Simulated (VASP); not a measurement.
Write the native input for VASP 6.6.1 that does the following.

```yaml
Task: relaxation of cell and atoms
Functional: PBE
Potentials_or_basis: VASP PAW PBE potentials, release 64 (Zn, S)
Cutoff: 600 eV
k_mesh: 4 × 4 × 4
Occupations: gaussian, width 0.1 eV
Spin: no spin polarisation
Dipole_correction: no
Further_INCAR_settings: ALGO = Normal; EDIFF = 1e-06; IBRION = 2; EDIFFG = -0.04; NSW = 90; ISIF = 3
```

The structure of Zn4S lies in POSCAR:

```
Zn4S
1.0
    4.2501895800      0.0000000000      0.0000000000
    0.0000000000      4.2501895800      0.0000000000
    0.0000000000      0.0000000000      4.2501895800
Zn S
4 1
Direct
    0.5000000000      0.5000000000      0.5000000000
    0.0000000000      0.5000000000      0.5000000000
    0.5000000000      0.0000000000      0.5000000000
    0.5000000000      0.5000000000      0.0000000000
    0.0000000000      0.0000000000      0.0000000000
```

The input as run:

INCAR

```
PREC = Accurate
ENCUT = 600
EDIFF = 1E-6
ISMEAR = 0
SIGMA = 0.1
LREAL = F
LASPH = T
NELM = 60
ALGO = Normal
ISIF = 3
LWAVE = F
LCHARG = F
GGA = PE
IBRION = 2
NSW = 90
EDIFFG = -0.04
```

KPOINTS

```
Automatic mesh
0
Gamma
  4 4 4
```

Potentials or basis: VASP PAW PBE potentials, release 64 (Zn, S).

Launch:

```sh
$ cat potpaw_PBE.64/Zn/POTCAR potpaw_PBE.64/S/POTCAR > POTCAR
$ mpirun -np 1 vasp_std > vasp.out
```

It gave:

```json
{
  "Relaxed volume": "20.90 Å³/atom",
  "Relaxed cell": "a = 4.710 Å, b = 4.710 Å, c = 4.710 Å, α = 90.00°, β = 90.00°, γ = 90.00°",
  "Space group after relaxing (to 0.05 Å)": "Pm-3m (No. 221)",
  "Energy gained by relaxing": "391.0 meV/atom",
  "Ionic steps": "3",
  "Pressure after relaxing": "0.2 GPa",
  "Band gap on the k mesh": "zero (band 27 reaches 1.61 eV, above the bottom of band 28 at -1.22 eV)"
}
```

Caveat: the k points lie up to 0.33 Å⁻¹ apart in the final cell; the volume moved by over 15 % at a fixed basis, so the end points are rough.

Run time: 2.3 min on 1 thread of AMD EPYC 7R13, with other jobs on the host, peak memory 0.19 GiB.
